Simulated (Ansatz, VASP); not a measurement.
Ge in VASP and in Ansatz

The input INCAR:

```
SYSTEM = Ge
ALGO = Normal
EDIFF = 1E-6
ENCUT = 520
ISIF = 2
ISMEAR = 1
LASPH = .TRUE.
LCHARG = .FALSE.
LREAL = .FALSE.
LWAVE = .FALSE.
NBANDS = 21
NELM = 60
PREC = Accurate
SIGMA = 0.1
```

KPOINTS

```
k-points
0
G
  10 10 10
  0 0 0
```

Contents of POSCAR:

```
Ge
1.0
    0.0000000000      2.8147752533      2.8147752533
    2.8147752533      0.0000000000      2.8147752533
    2.8147752533      2.8147752533      0.0000000000
Ge
2
Direct
    0.5000000000      0.5000000000      0.5000000000
    0.7500000000      0.7500000000      0.7500000000
```

Input for Ansatz:

```yaml
crystal:
  lattice:
    - [0.0, 2.8147752533, 2.8147752533]
    - [2.8147752533, 0.0, 2.8147752533]
    - [2.8147752533, 2.8147752533, 0.0]
  atoms:
    - { symbol: Ge, position: [0.5, 0.5, 0.5] }
    - { symbol: Ge, position: [0.75, 0.75, 0.75] }
hamiltonian:
  xc: lda
  pseudopotentials:
    kind: paw
    azcp:
      Ge: "pseudopotentials/Ge.paw.azcp"
basis:
  ecutwfc: 420
  fft_grid_basis: typed
kpoints:
  mp_grid: { grid: [10, 10, 10], shift: [0, 0, 0] }
magnetization:
  spin_polarized: false
scf:
  occupations: { method: cold, width: 0.1 }
  lower_state_search: "off"
output:
  stress: true
```

Alike in both runs: task single point; functional LDA; k mesh 10 × 10 × 10; no spin polarisation.

|  | VASP | Ansatz |
| --- | --- | --- |
| version | VASP 6.6.1 | Ansatz 0.2.0 |
| potentials or method | VASP PAW LDA potentials, release 64 (Ge_d), cutoff 520 eV | plane waves (420 eV) with PAW, scalar-relativistic |
| occupations | methfessel-paxton of order 1, width 0.1 eV | cold, width 0.1 eV |
| valence electrons in the cell | 28 | 28 |

Ansatz gave:

| Item | Value |
| --- | --- |
| pressure (GPa) | -0.3 |

Q: Which values does VASP return?

A: Pressure (GPa): -0.1.

Ansatz warns that its potentials were made for another functional, while VASP's fit it. LDA's correlation is that of Perdew and Zunger in VASP and of Perdew and Wang (1992) in Ansatz.
